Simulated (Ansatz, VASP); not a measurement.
MoS2 in VASP and in Ansatz

```
S Mo
1.0
     3.12517    0.00000    0.00000
    -1.56258    2.70648    0.00000
     0.00000    0.00000   30.04000
S Mo
2 1
Cartesian
  1.5626 0.9022 6.9986
  1.5626 0.9022 10.1214
  0.0000 1.8043 8.5600
```

Alike in both runs: functional PBEsol; dispersion D4; k mesh 12 × 12 × 1; occupations gaussian, width 0.03 eV; no spin polarisation.

Ansatz relaxed the structure, and its values are those at the end. VASP's run is a single point on that final structure, the one shown.

|  | VASP | Ansatz |
| --- | --- | --- |
| version | VASP 6.6.1 | Ansatz 0.2.0 |
| potentials or method | VASP PAW PBE potentials, release 64 (S, Mo_sv), cutoff 400 eV | scalar-relativistic, plane waves, PAW |
| valence electrons in the cell | 26 | 26 |

VASP gave:

| Property | Result |
| --- | --- |
| gap on the k mesh at the Fermi level (eV) | 1.87 |
| least direct gap on the mesh (eV) | 1.87 |

**Question.** Which values does Ansatz return?

**Answer.** gap on the k mesh at the Fermi level (eV): 1.86; least direct gap on the mesh (eV): 1.86.

VASP's potentials were made for PBE, not for PBEsol, and Ansatz warns of the same on its side. Ansatz's warnings: slab cell height set, structure snapped to symmetry.
